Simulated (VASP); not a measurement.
# Hf: single point with PBE

The system is Hf.

```xyz
1
Lattice="0.0000 2.2426 2.2426 2.2426 0.0000 2.2426 2.2426 2.2426 0.0000" Properties=species:S:1:pos:R:3 pbc="T T T"
Hf    0.0000    0.0000    0.0000
```

```json
{"Program": "VASP 6.6.1", "Task": "single point", "Functional": "PBE", "Potentials or basis": "VASP PAW PBE potentials, release 64 (Hf_pv)", "Cutoff": "520 eV", "k mesh": "14 × 14 × 14", "Occupations": "gaussian, width 0.15 eV", "Spin": "no spin polarisation", "Dipole correction": "no", "Further INCAR settings": "ALGO = Fast; EDIFF = 1e-07; NBANDS = 11"}
```

```yaml
Pressure: -0.4 GPa
Band_gap_on_the_k_mesh: zero (band 5 reaches 6.08 eV, above the bottom of band 6 at 4.04 eV)
```

Levels at points of the mesh, in eV from the Fermi level:
| k point | band 3 | band 4 | band 5 | band 6 | band 7 | band 8 |
| --- | --- | --- | --- | --- | --- | --- |
| (0.00, 0.00, 0.00) | -30.04 | -7.17 | 1.41 | 1.41 | 1.41 | 4.17 |
| (0.50, 0.00, 0.00) | -30.14 | -3.60 | 0.56 | 1.19 | 1.19 | 6.26 |
| (0.50, 0.50, 0.00) | -30.32 | -3.21 | -2.09 | 2.48 | 6.27 | 6.87 |

Wall time 18 s on 1 thread of Intel(R) Xeon(R) Platinum 8259CL CPU @ 2.50GHz (Skylake/Cascade Lake), on a shared host, peak memory 0.15 GiB.

Caveat: spin-orbit coupling is left out, which moves the levels of the heavy elements.
